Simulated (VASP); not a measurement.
Wanted: the native input for a VASP 6.6.1 run.

```
Task                   : single point
Functional             : PBE
Potentials or basis    : VASP PAW PBE potentials, release 64 (Ga_d)
Cutoff                 : 520 eV
k mesh                 : 8 × 8 × 6
Occupations            : gaussian, width 0.1 eV
Spin                   : no spin polarisation
Dipole correction      : no
Further INCAR settings : ALGO = Normal; EDIFF = 1e-07; NBANDS = 20
```

The structure of Ga lies in POSCAR:

```
Ga
1.0
    1.3830000000     -4.0265000000      0.0000000000
    1.3830000000      4.0265000000      0.0000000000
   -0.1174500000      0.0000000000      3.3299300000
Ga
2
Direct
    0.8690000000      0.1310000000      0.2500000000
    0.1310000000      0.8690000000      0.7500000000
```

These files were run (other wordings do the same):

INCAR

```
ALGO = Normal
EDIFF = 1E-7
ENCUT = 520
GGA = PE
ISIF = 2
ISMEAR = 0
LASPH = True
LCHARG = True
LELF = True
LREAL = False
LVHAR = True
LWAVE = False
NBANDS = 20
NELM = 100
PREC = Accurate
SIGMA = 0.1
```

KPOINTS

```
k-points
0
Gamma
  8 8 6
```

Potentials or basis: VASP PAW PBE potentials, release 64 (Ga_d).

Run with:

```bash
$ cat potpaw_PBE.64/Ga_d/POTCAR > POTCAR
$ mpirun -np 1 vasp_std > vasp.out
```

Results of the run:

```
Pressure               : 2.0 GPa
Largest force          : 0.216 eV/Å
Band gap on the k mesh : zero (band 13 reaches 9.66 eV, above the bottom of band 14 at 1.27 eV)
```

Run time: 48 s on 1 thread of Intel(R) Xeon(R) 6975P-C (Granite Rapids), with other jobs on the host, peak memory 0.21 GiB.
